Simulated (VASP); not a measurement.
# Zn (R-3m) in VASP: a series of runs

Zn is run at these levels: r2SCAN; tasks: single point.

Program: VASP 6.6.1. These are calculated values, not measurements. Logs are shortened: lines on timing, memory, paths and dates and some standing lists are left out, and cuts for length are marked.

## Step 1: The cell of the first run

It takes space group R-3m (No. 166, trigonal). Conventional cell: a = 5.591 Å, b = 5.591 Å, c = 1.712 Å, α = 90.00°, β = 90.00°, γ = 120.00°. Within 2.3 Å of Zn (site symmetry -3m) lie 2 Zn at 1.71 Å.

## Step 2: Single point, r2SCAN

Input file POSCAR:

```
Zn
1.0
   -2.3063398684      1.6473856203      1.6473856203
    1.6473856203     -2.3063398684      1.6473856203
    1.6473856203      1.6473856203     -2.3063398684
Zn
1
Direct
    0.0000000000      0.0000000000      0.0000000000
```

Input file INCAR.step1:

```
SYSTEM = Zn
PREC = Accurate
ENCUT = 520
ISMEAR = 0
SIGMA = 0.15
LREAL = .False.
LASPH = .True.
NELM = 100
NBANDS = 12
GGA = PE
ALGO = Normal
EDIFF = 1E-4
LWAVE = .True.
LCHARG = .False.
```

Input file INCAR.step2:

```
SYSTEM = Zn
PREC = Accurate
ENCUT = 520
EDIFF = 1E-6
ISMEAR = 0
SIGMA = 0.15
LREAL = .False.
LASPH = .True.
NELM = 100
ALGO = Normal
ISIF = 2
LWAVE = .False.
LCHARG = .False.
METAGGA = R2SCAN
LMIXTAU = .True.
NBANDS = 12
ISTART = 1
```

Input file KPOINTS:

```
regular mesh
0
Gamma
  24 24 24
  0 0 0
```

Potentials or basis: VASP PAW PBE potentials, release 64 (Zn).

Launch:

```
$ cat potpaw_PBE.64/Zn/POTCAR > POTCAR
$ cp INCAR.step1 INCAR
$ mpirun -np 1 vasp_std > vasp.out
$ cp INCAR.step2 INCAR
$ mpirun -np 1 vasp_std > vasp.out
```

OUTCAR:

```text
SYSTEM = Zn
   PREC = Accurate
   ENCUT = 520
   EDIFF = 1E-6
   ISMEAR = 0
   LREAL = .False.
   LASPH = .True.
   NELM = 100
   ISIF = 2
   METAGGA = R2SCAN
   ISTART = 1

 ion  position               nearest neighbor table
   1  0.000  0.000  0.000-

  LATTYP: Found a trigonal (rhomboedric) cell.
 ALAT       =     3.2782559925
 COS(alpha) =    -0.4545454545

  Lattice vectors:

 A1 = (  -2.3063398684,   1.6473856203,   1.6473856203)
 A2 = (   1.6473856203,  -2.3063398684,   1.6473856203)
 A3 = (   1.6473856203,   1.6473856203,  -2.3063398684)

Analysis of symmetry for initial positions (statically):
=====================================================================
 Subroutine PRICEL returns:
 Original cell was already a primitive cell.

 Routine SETGRP: Setting up the symmetry group for a
 trigonal (rhombohedral) supercell.

 Subroutine GETGRP returns: Found 12 space group operations
 (whereof 12 operations were pure point group operations)
 out of a pool of 12 trial point group operations.

The static configuration has the point symmetry D_3d.

Analysis of symmetry for dynamics (positions and initial velocities):
=====================================================================
 Subroutine PRICEL returns:
 Original cell was already a primitive cell.

 Routine SETGRP: Setting up the symmetry group for a
 trigonal (rhombohedral) supercell.

 Subroutine GETGRP returns: Found 12 space group operations
 (whereof 12 operations were pure point group operations)
 out of a pool of 12 trial point group operations.

The dynamic configuration has the point symmetry D_3d.

 Subroutine INISYM returns: Found 12 space group operations
 (whereof 12 operations are pure point group operations),
 and found     1 'primitive' translations

----------------------------------------------------------------------------------------

                                     Primitive cell

  volume of cell :      15.4511

  direct lattice vectors                    reciprocal lattice vectors
    -2.306339868  1.647385620  1.647385620     0.168617338  0.421543345  0.421543345
     1.647385620 -2.306339868  1.647385620     0.421543345  0.168617338  0.421543345
     1.647385620  1.647385620 -2.306339868     0.421543345  0.421543345  0.168617338

  length of vectors
     3.278255993  3.278255993  3.278255993     0.619539659  0.619539659  0.619539659

  position of ions in fractional coordinates (direct lattice)
     0.000000000  0.000000000  0.000000000

  ion indices of the primitive-cell ions
   primitive index   ion index
                 1           1

----------------------------------------------------------------------------------------

 KPOINTS: regular mesh

Automatic generation of k-mesh.
 Grid dimensions read from file:
 generate k-points for:   24   24   24

 Generating k-lattice:

  Cartesian coordinates                     Fractional coordinates (reciprocal lattice)
     0.007025722  0.017564306  0.017564306     0.041666667  0.000000000  0.000000000
     0.017564306  0.007025722  0.017564306     0.000000000  0.041666667  0.000000000
     0.017564306  0.017564306  0.007025722     0.000000000  0.000000000  0.041666667

  Length of vectors
     0.025814152  0.025814152  0.025814152

  Shift w.r.t. Gamma in fractional coordinates (k-lattice)
     0.000000000  0.000000000  0.000000000

 Subroutine IBZKPT returns following result:
 ===========================================

 Found   1313 irreducible k-points:

 Following reciprocal coordinates:
            Coordinates               Weight
  0.000000  0.000000  0.000000      1.000000
  0.041667 -0.000000  0.000000      6.000000
  0.083333  0.000000  0.000000      6.000000
  0.125000  0.000000  0.000000      6.000000
  0.166667 -0.000000  0.000000      6.000000
  0.208333  0.000000  0.000000      6.000000
[... 16 lines left out ...]
  0.416667  0.041667  0.000000     12.000000
  0.458333  0.041667  0.000000     12.000000
 [... further k-points ...]
   k-points           NKPTS =   1313   k-points in BZ     NKDIM =   1313   number of bands    NBANDS=     12
   number of dos      NEDOS =    301   number of ions     NIONS =      1
   total plane-waves  NPLWV =  13824
   dimension x,y,z NGX =    24 NGY =   24 NGZ =   24
   dimension x,y,z NGXF=    48 NGYF=   48 NGZF=   48
   ions per type =               1
   NGX,Y,Z   is equivalent  to a cutoff of  12.17, 12.17, 12.17 a.u.
   NGXF,Y,Z  is equivalent  to a cutoff of  24.34, 24.34, 24.34 a.u.
 SYSTEM =  Zn
   PREC   = accura    normal or accurate (medium, high low for compatibility)
   ISTART =      1    job   : 0-new  1-cont  2-samecut
   ICHARG =      0    charge: 1-file 2-atom 10-const
   ISPIN  =      1    spin polarized calculation?
   LNONCOLLINEAR =      F non collinear calculations
   LSORBIT =      F    spin-orbit coupling
   LASPH  =      T    aspherical Exc in radial PAW
   ENCUT  =  520.0 eV  38.22 Ry    6.18 a.u.   6.10  6.10  6.10*2*pi/ulx,y,z
   NELM   =    100;   NELMIN=  2; NELMDL=  0     # of ELM steps
   EDIFF  = 0.1E-05   stopping-criterion for ELM
   LREAL  =      F    real-space projection
   EDIFFG = 0.1E-04   stopping-criterion for IOM
   NSW    =      0    number of steps for IOM
   IBRION =     -1    ionic relax: 0-MD 1-quasi-New 2-CG
   NFREE  =      0    steps in history (QN), initial steepest desc. (CG)
   ISIF   =      2    stress and relaxation
   ISYM   =      2    0-nonsym 1-usesym 2-fastsym
   POTIM  = 0.5000    time-step for ionic-motion
   TEBEG  =    0.0;   TEEND  =   0.0 temperature during run
   PSTRESS=    0.0 pullay stress
   NELECT =      12.0000    total number of electrons
   NUPDOWN=      -1.0000    fix difference up-down
   EMIN   =  10.00;   EMAX   =-10.00  energy-range for DOS
   EFERMI =   0.00;   METHOD = LEGACY
   ISMEAR =     0;   SIGMA  =   0.15  broadening in eV -4-tet -1-fermi 0-gaus
   EFERMI_NEDOS =   21; number of points for ismear=-14 and -15
   IALGO  =     38    algorithm
   IMIX   =      4    mixing-type and parameters
     AMIX     =   0.40;   BMIX     =  1.00
     AMIX_MAG =   1.60;   BMIX_MAG =  1.00
  volume/ion in A,a.u.               =      15.45       104.27
  Fermi-wavevector in a.u.,A,eV,Ry     =   1.504811  2.843681 30.809811  2.264457
  Thomas-Fermi vector in A             =   2.615742
   LORBIT       =      0    0 simple, 1 ext, 2 COOP (PROOUT), +10 PAW based schemes
   METAGGA = R2SCAN    functional components
   LHFCALC =     F    Hartree Fock is set to
   AEXX    =    0.0000 exact exchange contribution
   IVDW    =     0    specifies the selected vdW correction
   LEPSILON=     F    determine dielectric tensor
   LRPA    =     F    only Hartree local field effects (RPA)
 non-spin polarized calculation
 Gauss-broadening in eV      SIGMA  =   0.15
  energy-cutoff  :      520.00
  volume of cell :       15.45
 maximum number of plane-waves:       458
   NGX = 13   NGY = 13   NGZ = 13

 number of electron      12.0000016 magnetization

 Free energy of the ion-electron system (eV)
  ---------------------------------------------------
  ext. energy  EPLUGINS =         0.00000000
  ---------------------------------------------------
  free energy    TOTEN  =        -4.48753457 eV

  energy without entropy =       -4.48460372  energy(sigma->0) =       -4.48606914

 E-fermi :   2.7772     XC(G=0): -12.0297

 val. band max:        2.7749518638   @ k =  -0.2083  -0.4583   0.0417
 cond. band min:       2.7789739691   @ k =   0.4167   0.3750   0.2083
 fundamental gap:      0.0040221053
 Fermi energy:         2.7772337255

 k-point     1 :       0.0000    0.0000    0.0000
  band No.  band energies     occupation
      1     -10.9958      2.00000
      2      -7.2473      2.00000
      3      -6.5909      2.00000
      4      -6.5909      2.00000
      5      -4.2904      2.00000
      6      -4.2904      2.00000
      7       9.5069      0.00000
      8       9.5069      0.00000
      9      16.0029      0.00000
     10      16.0029      0.00000
     11      16.2883      0.00000
     12      17.7362      0.00000

 k-point     2 :       0.0417   -0.0000    0.0000
  band No.  band energies     occupation
      1     -10.8731      2.00000
      2      -7.1625      2.00000
      3      -6.5729      2.00000
      4      -6.5700      2.00000
      5      -4.3967      2.00000
      6      -4.3965      2.00000
      7       9.5797      0.00000
      8       9.6354      0.00000
      9      15.6370      0.00000
     10      16.1283      0.00000
     11      16.8905      0.00000
     12      17.8551      0.00000

 k-point     3 :       0.0833    0.0000    0.0000
  band No.  band energies     occupation
      1     -10.5124      2.00000
      2      -6.9083      2.00000
      3      -6.5198      2.00000
      4      -6.5086      2.00000
      5      -4.6980      2.00000
      6      -4.6971      2.00000
      7       9.7861      0.00000
      8      10.0008      0.00000
      9      15.4020      0.00000
     10      16.4845      0.00000
     11      17.8402      0.00000
     12      18.2285      0.00000
[... 286 lines left out ...]
 k-point    23 :       0.4167    0.0417    0.0000
  band No.  band energies     occupation
      1      -8.9454      2.00000
      2      -8.8543      2.00000
      3      -5.4826      2.00000
      4      -5.4157      2.00000
      5      -4.3465      2.00000
      6       4.4898      0.00000
      7      12.4778      0.00000
      8      16.1975      0.00000
      9      18.4564      0.00000
     10      21.1065      0.00000
     11      21.4863      0.00000
     12      25.4271      0.00000

 k-point    24 :       0.4583    0.0417    0.0000
  band No.  band energies     occupation
      1      -9.0143      2.00000
      2      -8.9181      2.00000
      3      -5.4632      2.00000
      4      -5.3920      2.00000
      5      -4.2341      2.00000
      6       5.6460      0.00000
      7      11.1751      0.00000
      8      15.9547      0.00000
      9      18.3780      0.00000
     10      20.9833      0.00000
     11      21.4660      0.00000
     12      27.2091      0.00000

 [... further k-points ...]

------------------------ aborting loop because EDIFF is reached ----------------------------------------

  FORCE on cell =-STRESS in cart. coord.  units (eV):
  Direction    XX          YY          ZZ          XY          YZ          ZX
  --------------------------------------------------------------------------------------
  -------------------------------------------------------------------------------------
  Total       10.3068225     10.3068225     10.3068225     10.6972589     10.6972589     10.6972589
  in kB     1068.7492747   1068.7492747   1068.7492747   1109.2349494   1109.2349494   1109.2349494
  external PRESSURE =    1068.7492747 kB  Pullay stress =       0.0000000 kB

 VOLUME and BASIS-vectors are now :
 -----------------------------------------------------------------------------
  energy-cutoff  :      520.00
  volume of cell :       15.45
      direct lattice vectors                 reciprocal lattice vectors
    -2.306339868  1.647385620  1.647385620     0.168617338  0.421543345  0.421543345
     1.647385620 -2.306339868  1.647385620     0.421543345  0.168617338  0.421543345
     1.647385620  1.647385620 -2.306339868     0.421543345  0.421543345  0.168617338

 POSITION                                       TOTAL-FORCE (eV/Angst)
 -----------------------------------------------------------------------------------
      0.00000      0.00000      0.00000        -0.000000      0.000000      0.000000
 -----------------------------------------------------------------------------------
    total drift:                                0.000000      0.000000     -0.000000

  FREE ENERGIE OF THE ION-ELECTRON SYSTEM (eV)
  ---------------------------------------------------
  free  energy   TOTEN  =        -4.4875345668 eV

  energy  without entropy=       -4.4846037224  energy(sigma->0) =       -4.48606914
```

It took 6.8 min on 1 thread of Intel Xeon Platinum 8488C (Sapphire Rapids), shared host; peak memory 0.36 GiB.

Results:

- Free energy: -4.4875 eV
- Pressure: 106.9 GPa
- Band gap on the k mesh: zero (bands 6 and 7 overlap by 9.22 eV)

Caveat: the cell stands under pressure; the PAW data sets were made with another functional, which shifts forces and pressure a little.

## Step 3: Single point, r2SCAN

This run uses another cell than the first one, of the same volume but with other edges.

Input file POSCAR:

```
Zn
1.0
   -1.9288052462      1.5887727104      1.5887727104
    1.5887727104     -1.9288052462      1.5887727104
    1.5887727104      1.5887727104     -1.9288052462
Zn
1
Direct
    0.0000000000      0.0000000000      0.0000000000
```

Input file INCAR.step1:

```
  PREC = Accurate
  ENCUT = 520
  ISMEAR = 0
  SIGMA = 0.15
  LREAL = False
  LASPH = True
  NELM = 80
  NBANDS = 12
  GGA = PE
  ALGO = Normal
  EDIFF = 1E-4
  LWAVE = True
  LCHARG = False
```

Input file INCAR.step2:

```
  PREC = Accurate
  ENCUT = 520
  EDIFF = 1E-6
  ISMEAR = 0
  SIGMA = 0.15
  LREAL = False
  LASPH = True
  NELM = 80
  ALGO = Normal
  ISIF = 2
  LWAVE = False
  LCHARG = False
  METAGGA = R2SCAN
  LMIXTAU = True
  NBANDS = 12
  ISTART = 1
```

Input file KPOINTS:

```
Automatic mesh
0
Gamma
  24 24 24
```

Potentials or basis: VASP PAW PBE potentials, release 64 (Zn).

Launch:

```
$ cat potpaw_PBE.64/Zn/POTCAR > POTCAR
$ cp INCAR.step1 INCAR
$ mpirun -np 1 vasp_std > vasp.out
$ cp INCAR.step2 INCAR
$ mpirun -np 1 vasp_std > vasp.out
```

Run time: 8.8 min. Hardware: 1 thread of Intel Xeon Platinum 8488C (Sapphire Rapids), shared host; peak memory 0.35 GiB.

Results (log left out):

| Quantity | Value |
| --- | --- |
| Free energy | -8.3606 eV |
| Pressure | 15.6 GPa |
| Band gap on the k mesh | zero (bands 6 and 7 overlap by 6.37 eV) |

Stress tensor (GPa, compression positive):
```
15.57 20.90 20.90
20.90 15.57 20.90
20.90 20.90 15.57
```

Levels at points of the mesh, in eV from the Fermi level:
```csv
k point,band 4,band 5,band 6,band 7,band 8,band 9
"(0.00, 0.00, 0.00)",-7.84,-6.99,-6.99,13.25,13.25,17.24
"(0.50, 0.00, 0.00)",-7.38,-6.77,-0.66,2.97,11.23,13.58
"(0.50, 0.50, 0.00)",-6.98,-6.92,-3.38,-2.90,7.94,12.33
"(0.50, 0.50, 0.50)",-7.32,-6.54,3.47,6.93,6.93,9.88
```

Caveat: the cell stands under pressure; the PAW data sets were made with another functional, which shifts forces and pressure a little.

## Step 4: Single point, r2SCAN

This run uses another cell than the first one, of the same volume but with other edges.

Input file POSCAR:

```
Zn
1.0
   -1.2080140629      1.5904741138      1.5904741138
    1.5904741138     -1.2080140629      1.5904741138
    1.5904741138      1.5904741138     -1.2080140629
Zn
1
Direct
    0.0000000000      0.0000000000      0.0000000000
```

Input file INCAR.step1:

```
PREC     = Accurate       # precision mode
ENCUT    = 520            # plane-wave cutoff, eV
ISMEAR   = 0              # smearing method
SIGMA    = 0.15           # smearing width, eV
LREAL    = F              # projectors in reciprocal space
LASPH    = T              # aspherical terms in the spheres
NELM     = 60             # most SCF steps
NBANDS   = 12             # bands
GGA      = PE             # functional
ALGO     = Normal         # electronic algorithm
EDIFF    = 1E-4           # SCF threshold, eV
LWAVE    = T              # write WAVECAR
LCHARG   = F              # write CHGCAR
```

Input file INCAR.step2:

```
PREC     = Accurate       # precision mode
ENCUT    = 520            # plane-wave cutoff, eV
EDIFF    = 1E-6           # SCF threshold, eV
ISMEAR   = 0              # smearing method
SIGMA    = 0.15           # smearing width, eV
LREAL    = F              # projectors in reciprocal space
LASPH    = T              # aspherical terms in the spheres
NELM     = 60             # most SCF steps
ALGO     = Normal         # electronic algorithm
ISIF     = 2              # what is computed and relaxed
LWAVE    = F              # write WAVECAR
LCHARG   = F              # write CHGCAR
METAGGA  = R2SCAN         # meta-GGA
LMIXTAU  = T            
NBANDS   = 12             # bands
ISTART   = 1
```

Input file KPOINTS:

```
regular mesh
0
Gamma
  24 24 24
```

Launch:

```
$ cat potpaw_PBE.64/Zn/POTCAR > POTCAR
$ cp INCAR.step1 INCAR
$ mpirun -np 1 vasp_std > vasp.out
$ cp INCAR.step2 INCAR
$ mpirun -np 1 vasp_std > vasp.out
```

Run time: 6.9 min. Hardware: 1 thread of Intel Xeon Platinum 8488C (Sapphire Rapids), shared host; peak memory 0.32 GiB.

The run converged. Its results:

| Item | Value |
| --- | --- |
| Free energy | -8.6977 eV |
| Pressure | 2.5 GPa |
| Band gap on the k mesh | zero (bands 6 and 7 overlap by 6.98 eV) |

Stress tensor (GPa, compression positive):
```
 2.50 -3.12 -3.12
-3.12  2.50 -3.12
-3.12 -3.12  2.50
```

Levels at points of the mesh, in eV from the Fermi level:
```csv
k point,band 3,band 4,band 5,band 6,band 7,band 8,band 9,band 10
"(0.00, 0.00, 0.00)",-8.43,-7.38,-7.25,-7.25,15.42,16.10,16.10,18.58
"(0.50, 0.00, 0.00)",-7.42,-7.37,-7.24,-3.38,-2.40,15.72,16.12,18.52
"(0.50, 0.50, 0.00)",-7.52,-7.40,-6.89,-1.00,1.99,5.47,9.90,19.28
"(0.50, 0.50, 0.50)",-7.78,-6.90,-6.90,4.58,4.58,7.19,9.58,9.80
```

Caveat: the PAW data sets were made with another functional, which shifts forces and pressure a little.

## Step 5: Summary

| cell | gap on the mesh (eV) | pressure (GPa) |
| --- | --- | --- |
| a = 3.278 Å, angles 117.0°, 1 atom | none | 106.9 |
| a = 2.961 Å, angles 114.3°, 1 atom | none | 15.6 |
| a = 2.553 Å, angles 101.6°, 1 atom | none | 2.5 |

Alike in all rows: task single point; level r2SCAN; potentials or basis VASP PAW PBE potentials, release 64 (Zn); no spin polarisation; k mesh 24 × 24 × 24; cutoff (eV) 520; smearing gaussian 0.15 eV.

Caveats: the PAW data sets were made with another functional, which shifts forces and pressure a little; the cell stands under pressure (at least some runs).

Absolute energies hang on the potentials; compare differences alone.
